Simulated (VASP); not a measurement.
A run of VASP 6.6.1:

The input INCAR:

```
ALGO = Normal
EDIFF = 1E-6
ENCUT = 520
GGA = PS
ISIF = 2
ISMEAR = -1
ISPIN = 2
LASPH = True
LCHARG = False
LMAXMIX = 6
LORBIT = 11
LREAL = False
LWAVE = False
MAGMOM = 7 -3.5
NBANDS = 26
NELM = 150
PREC = Accurate
SIGMA = 0.025
```

KPOINTS

```
k-points
0
Gamma
  10 10 10
```

Contents of POSCAR:

```
GdMn
1.0
    3.4475309497      0.0000000000      0.0000000000
    0.0000000000      3.4475309497      0.0000000000
    0.0000000000      0.0000000000      3.4475309497
Gd Mn
1 1
Direct
    0.0000000000      0.0000000000      0.0000000000
    0.5000000000      0.5000000000      0.5000000000
```

Potentials or basis: VASP PAW PBE potentials, release 64 (Gd, Mn_pv).

The run is started by

```bash
$ cat potpaw_PBE.64/Gd/POTCAR potpaw_PBE.64/Mn_pv/POTCAR > POTCAR
$ mpirun -np 1 vasp_std > vasp.out
```

Hardware: 1 thread of Oxide Virtual Turin-like Processor, on a shared host.

Estimate the wall time of this run.

Run time: 4.3 min on 1 thread of Oxide Virtual Turin-like Processor, with other jobs on the host, peak memory 0.22 GiB. Counts: scf iterations 28, k points 56.
